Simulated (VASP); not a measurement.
# CdSe4 (Pm-3m) in VASP: settings compared

Aim: see how the results for CdSe4 move with the level of theory and the settings. Levels: PBE, PBE+D3(BJ). Tasks: single point.

Program: VASP 6.6.1. These are calculated values, not measurements. Logs are shortened: lines on timing, memory, paths and dates and some standing lists are left out, and cuts for length are marked.

## 1. The cell of the first run

Symmetry: Pm-3m, No. 221, cubic system. The conventional cell has a = 5.183 Å, b = 5.183 Å, c = 5.183 Å, α = 90.00°, β = 90.00°, γ = 90.00°. Within 3.4 Å of Cd (site symmetry m-3m) lie 6 Se at 2.59 Å. Se (site symmetry m-3m) has 12 Se at 3.66 Å and 8 Cd at 4.49 Å within 4.8 Å. Within 3.4 Å of Se (site symmetry 4/mmm) lie 2 Cd at 2.59 Å.

The cell was generated, and may not be a known phase.

## 2. Single point, PBE

File INCAR:

```
PREC = Accurate ; ENCUT = 520
EDIFF = 1E-6 ; ISMEAR = 0
SIGMA = 0.1 ; LREAL = False
LASPH = True ; NELM = 60
ALGO = Normal ; ISIF = 2
LWAVE = False ; LCHARG = False
GGA = PE ; NBANDS = 26
```

File KPOINTS:

```
Automatic mesh
0
Gamma
  4 4 4
```

File POSCAR:

```
CdSe4
1.0
    5.1825834400      0.0000000000      0.0000000000
    0.0000000000      5.1825834400      0.0000000000
    0.0000000000      0.0000000000      5.1825834400
Cd Se
1 4
Direct
    0.5000000000      0.5000000000      0.5000000000
    0.0000000000      0.0000000000      0.0000000000
    0.5000000000      0.5000000000      0.0000000000
    0.5000000000      0.0000000000      0.5000000000
    0.0000000000      0.5000000000      0.5000000000
```

Potentials or basis: VASP PAW PBE potentials, release 64 (Cd, Se).

Run with:

```sh
> cat potpaw_PBE.64/Cd/POTCAR potpaw_PBE.64/Se/POTCAR > POTCAR
> mpirun -np 1 vasp_std > vasp.out
```

OUTCAR:

```text
PREC = Accurate
   ENCUT = 520
   EDIFF = 1E-6
   ISMEAR = 0
   LREAL = False
   LASPH = True
   NELM = 60
   ISIF = 2
   GGA = PE

 ion  position               nearest neighbor table
   1  0.500  0.500  0.500-   3 2.59   4 2.59   5 2.59   3 2.59   4 2.59   5 2.59
   2  0.000  0.000  0.000-
   3  0.500  0.500  0.000-   1 2.59   1 2.59
   4  0.500  0.000  0.500-   1 2.59   1 2.59
   5  0.000  0.500  0.500-   1 2.59   1 2.59

  LATTYP: Found a simple cubic cell.
 ALAT       =     5.1825834400

  Lattice vectors:

 A1 = (   5.1825834400,   0.0000000000,   0.0000000000)
 A2 = (   0.0000000000,   5.1825834400,   0.0000000000)
 A3 = (   0.0000000000,   0.0000000000,   5.1825834400)

Analysis of symmetry for initial positions (statically):
=====================================================================
 Subroutine PRICEL returns:
 Original cell was already a primitive cell.

 Routine SETGRP: Setting up the symmetry group for a
 simple cubic supercell.

 Subroutine GETGRP returns: Found 48 space group operations
 (whereof 48 operations were pure point group operations)
 out of a pool of 48 trial point group operations.

The static configuration has the point symmetry O_h .

Analysis of symmetry for dynamics (positions and initial velocities):
=====================================================================
 Subroutine PRICEL returns:
 Original cell was already a primitive cell.

 Routine SETGRP: Setting up the symmetry group for a
 simple cubic supercell.

 Subroutine GETGRP returns: Found 48 space group operations
 (whereof 48 operations were pure point group operations)
 out of a pool of 48 trial point group operations.

The dynamic configuration has the point symmetry O_h .

 Subroutine INISYM returns: Found 48 space group operations
 (whereof 48 operations are pure point group operations),
 and found     1 'primitive' translations

----------------------------------------------------------------------------------------

                                     Primitive cell

  volume of cell :     139.1999

  direct lattice vectors                    reciprocal lattice vectors
     5.182583440  0.000000000  0.000000000     0.192953960  0.000000000  0.000000000
     0.000000000  5.182583440  0.000000000     0.000000000  0.192953960  0.000000000
     0.000000000  0.000000000  5.182583440     0.000000000  0.000000000  0.192953960

  length of vectors
     5.182583440  5.182583440  5.182583440     0.192953960  0.192953960  0.192953960

  position of ions in fractional coordinates (direct lattice)
     0.500000000  0.500000000  0.500000000
     0.000000000  0.000000000  0.000000000
     0.500000000  0.500000000  0.000000000
     0.500000000  0.000000000  0.500000000
     0.000000000  0.500000000  0.500000000

  ion indices of the primitive-cell ions
   primitive index   ion index
                 1           1
                 2           2
                 3           3
                 4           4
                 5           5

----------------------------------------------------------------------------------------

 KPOINTS: Automatic mesh

Automatic generation of k-mesh.
 Grid dimensions read from file:
 generate k-points for:    4    4    4

 Generating k-lattice:

  Cartesian coordinates                     Fractional coordinates (reciprocal lattice)
     0.048238490  0.000000000  0.000000000     0.250000000  0.000000000  0.000000000
     0.000000000  0.048238490  0.000000000     0.000000000  0.250000000  0.000000000
     0.000000000  0.000000000  0.048238490     0.000000000  0.000000000  0.250000000

  Length of vectors
     0.048238490  0.048238490  0.048238490

  Shift w.r.t. Gamma in fractional coordinates (k-lattice)
     0.000000000  0.000000000  0.000000000

 Subroutine IBZKPT returns following result:
 ===========================================

 Found     10 irreducible k-points:

 Following reciprocal coordinates:
            Coordinates               Weight
  0.000000  0.000000  0.000000      1.000000
  0.250000  0.000000  0.000000      6.000000
  0.500000  0.000000  0.000000      3.000000
  0.250000  0.250000  0.000000     12.000000
  0.500000  0.250000  0.000000     12.000000
  0.500000  0.500000  0.000000      3.000000
  0.250000  0.250000  0.250000      8.000000
  0.500000  0.250000  0.250000     12.000000
  0.500000  0.500000  0.250000      6.000000
  0.500000  0.500000  0.500000      1.000000
   k-points           NKPTS =     10   k-points in BZ     NKDIM =     10   number of bands    NBANDS=     26
   number of dos      NEDOS =    301   number of ions     NIONS =      5
   total plane-waves  NPLWV =  64000
   dimension x,y,z NGX =    40 NGY =   40 NGZ =   40
   dimension x,y,z NGXF=    80 NGYF=   80 NGZF=   80
   ions per type =               1   4
   NGX,Y,Z   is equivalent  to a cutoff of  12.83, 12.83, 12.83 a.u.
   NGXF,Y,Z  is equivalent  to a cutoff of  25.66, 25.66, 25.66 a.u.
 SYSTEM =  unknown system
   PREC   = accura    normal or accurate (medium, high low for compatibility)
   ISTART =      0    job   : 0-new  1-cont  2-samecut
   ICHARG =      2    charge: 1-file 2-atom 10-const
   ISPIN  =      1    spin polarized calculation?
   LNONCOLLINEAR =      F non collinear calculations
   LSORBIT =      F    spin-orbit coupling
   LASPH  =      T    aspherical Exc in radial PAW
   ENCUT  =  520.0 eV  38.22 Ry    6.18 a.u.   9.64  9.64  9.64*2*pi/ulx,y,z
   NELM   =     60;   NELMIN=  2; NELMDL= -5     # of ELM steps
   EDIFF  = 0.1E-05   stopping-criterion for ELM
   LREAL  =      F    real-space projection
   EDIFFG = 0.1E-04   stopping-criterion for IOM
   NSW    =      0    number of steps for IOM
   IBRION =     -1    ionic relax: 0-MD 1-quasi-New 2-CG
   NFREE  =      0    steps in history (QN), initial steepest desc. (CG)
   ISIF   =      2    stress and relaxation
   ISYM   =      2    0-nonsym 1-usesym 2-fastsym
   POTIM  = 0.5000    time-step for ionic-motion
   TEBEG  =    0.0;   TEEND  =   0.0 temperature during run
   PSTRESS=    0.0 pullay stress
   NELECT =      36.0000    total number of electrons
   NUPDOWN=      -1.0000    fix difference up-down
   EMIN   =  10.00;   EMAX   =-10.00  energy-range for DOS
   EFERMI =   0.00;   METHOD = LEGACY
   ISMEAR =     0;   SIGMA  =   0.10  broadening in eV -4-tet -1-fermi 0-gaus
   EFERMI_NEDOS =   21; number of points for ismear=-14 and -15
   IALGO  =     38    algorithm
   IMIX   =      4    mixing-type and parameters
     AMIX     =   0.40;   BMIX     =  1.00
     AMIX_MAG =   1.60;   BMIX_MAG =  1.00
  volume/ion in A,a.u.               =      27.84       187.87
  Fermi-wavevector in a.u.,A,eV,Ry     =   1.043028  1.971037 14.801883  1.087908
  Thomas-Fermi vector in A             =   2.177719
   LORBIT       =      0    0 simple, 1 ext, 2 COOP (PROOUT), +10 PAW based schemes
   GGA     = PE    functional components
   LHFCALC =     F    Hartree Fock is set to
   AEXX    =    0.0000 exact exchange contribution
   IVDW    =     0    specifies the selected vdW correction
   LEPSILON=     F    determine dielectric tensor
   LRPA    =     F    only Hartree local field effects (RPA)
 non-spin polarized calculation
 Gauss-broadening in eV      SIGMA  =   0.10
  energy-cutoff  :      520.00
  volume of cell :      139.20
 maximum number of plane-waves:      3840
 NGX is ok and might be reduce to    40
   NGX = 19   NGY = 19   NGZ = 19

 number of electron      36.0000011 magnetization

 Free energy of the ion-electron system (eV)
  ---------------------------------------------------
  ext. energy  EPLUGINS =         0.00000000
  ---------------------------------------------------
  free energy    TOTEN  =       -10.76384543 eV

  energy without entropy =      -10.73545156  energy(sigma->0) =      -10.74964850

 E-fermi :   1.3733     XC(G=0):  -9.0850

 val. band max:        1.3710122393   @ k =   0.2500   0.0000   0.0000
 cond. band min:       1.4298252449   @ k =   0.5000   0.2500   0.2500
 fundamental gap:      0.0588130056
 Fermi energy:         1.3732572954

 k-point     1 :       0.0000    0.0000    0.0000
  band No.  band energies     occupation
      1     -11.9187      2.00000
      2     -10.7773      2.00000
      3     -10.7773      2.00000
      4     -10.1234      2.00000
      5      -6.8615      2.00000
      6      -6.8615      2.00000
[... 18 lines left out ...]
     25       7.6519      0.00000
     26       8.1221      0.00000

 k-point     2 :       0.2500    0.0000    0.0000
  band No.  band energies     occupation
      1     -11.7360      2.00000
      2     -10.8065      2.00000
      3     -10.7714      2.00000
      4     -10.1512      2.00000
      5      -6.8837      2.00000
      6      -6.8837      2.00000
[... 18 lines left out ...]
     25       8.4226      0.00000
     26       8.7074      0.00000

 k-point     3 :       0.5000    0.0000    0.0000
  band No.  band energies     occupation
      1     -11.4563      2.00000
      2     -10.9727      2.00000
      3     -10.7654      2.00000
      4     -10.1117      2.00000
      5      -7.3300      2.00000
      6      -6.9054      2.00000
[... 18 lines left out ...]
     25       9.4330      0.00000
     26       9.5172      0.00000

 k-point     4 :       0.2500    0.2500    0.0000
  band No.  band energies     occupation
      1     -11.5585      2.00000
      2     -10.7876      2.00000
      3     -10.7620      2.00000
      4     -10.2078      2.00000
      5      -6.9577      2.00000
      6      -6.9051      2.00000
[... 18 lines left out ...]
     25       9.2293      0.00000
     26       9.2825      0.00000
[... 90 lines left out ...]
      1     -11.1248      2.00000
      2     -10.8117      2.00000
      3     -10.7408      2.00000
      4     -10.2650      2.00000
      5      -7.3839      2.00000
      6      -6.9476      2.00000
[... 18 lines left out ...]
     25       9.2302      0.00000
     26       9.2590      0.00000

 k-point     9 :       0.5000    0.5000    0.2500
  band No.  band energies     occupation
      1     -10.9263      2.00000
      2     -10.7243      2.00000
      3     -10.7243      2.00000
      4     -10.3390      2.00000
      5      -7.4933      2.00000
      6      -7.2202      2.00000
[... 18 lines left out ...]
     25       9.1052      0.00000
     26       9.2078      0.00000

 k-point    10 :       0.5000    0.5000    0.5000
  band No.  band energies     occupation
      1     -10.7081      2.00000
      2     -10.7081      2.00000
      3     -10.7081      2.00000
      4     -10.3213      2.00000
      5      -7.4928      2.00000
      6      -7.4928      2.00000
[... 18 lines left out ...]
     25       8.3523      0.00000
     26       9.9664      0.00000

------------------------ aborting loop because EDIFF is reached ----------------------------------------

  FORCE on cell =-STRESS in cart. coord.  units (eV):
  Direction    XX          YY          ZZ          XY          YZ          ZX
  --------------------------------------------------------------------------------------
  -------------------------------------------------------------------------------------
  Total        0.1352324      0.1352324      0.1352324      0.0000000     -0.0000000      0.0000000
  in kB        1.5565116      1.5565116      1.5565116      0.0000000     -0.0000000      0.0000000
  external PRESSURE =       1.5565116 kB  Pullay stress =       0.0000000 kB

 VOLUME and BASIS-vectors are now :
 -----------------------------------------------------------------------------
  energy-cutoff  :      520.00
  volume of cell :      139.20
      direct lattice vectors                 reciprocal lattice vectors
     5.182583440  0.000000000  0.000000000     0.192953960  0.000000000  0.000000000
     0.000000000  5.182583440  0.000000000     0.000000000  0.192953960  0.000000000
     0.000000000  0.000000000  5.182583440     0.000000000  0.000000000  0.192953960

 POSITION                                       TOTAL-FORCE (eV/Angst)
 -----------------------------------------------------------------------------------
      2.59129      2.59129      2.59129         0.000000      0.000000      0.000000
      0.00000      0.00000      0.00000         0.000000      0.000000      0.000000
      2.59129      2.59129      0.00000         0.000000      0.000000      0.000000
      2.59129      0.00000      2.59129         0.000000      0.000000      0.000000
      0.00000      2.59129      2.59129         0.000000      0.000000      0.000000
 -----------------------------------------------------------------------------------
    total drift:                               -0.000000      0.000000     -0.000000

  FREE ENERGIE OF THE ION-ELECTRON SYSTEM (eV)
  ---------------------------------------------------
  free  energy   TOTEN  =       -10.7638454308 eV

  energy  without entropy=      -10.7354515613  energy(sigma->0) =      -10.74964850
```

It took 26 s on 1 thread of Intel Xeon Platinum 8124M at 3.00GHz (Skylake/Cascade Lake), shared host; peak memory 0.24 GiB.

Results:

```
Free energy            : -10.7638 eV
Pressure               : 0.2 GPa
Band gap on the k mesh : zero (bands 18 and 19 overlap by 0.99 eV)
```

Levels at points of the mesh, in eV from the Fermi level:
```
           k point  band 14  band 15  band 16  band 17  band 18  band 19  band 20  band 21  band 22  band 23
(0.00, 0.00, 0.00)    -1.23    -1.23    -0.58    -0.58    -0.58     0.88     0.88     0.88     0.90     5.96
(0.50, 0.00, 0.00)    -1.85    -1.50    -1.02    -0.97    -0.35    -0.35     0.27     0.27     4.85     6.96
(0.50, 0.50, 0.00)    -2.13    -0.98    -0.98    -0.97     0.45     0.45     0.54     0.82     6.26     6.26
(0.50, 0.50, 0.50)     0.57     0.57     0.57     0.64     0.64     0.64     0.85     0.85     5.20     5.20
```

(Continued in part 2 of 2.)

The gap in the log of VASP goes by the Fermi energy; the results here count the filled bands.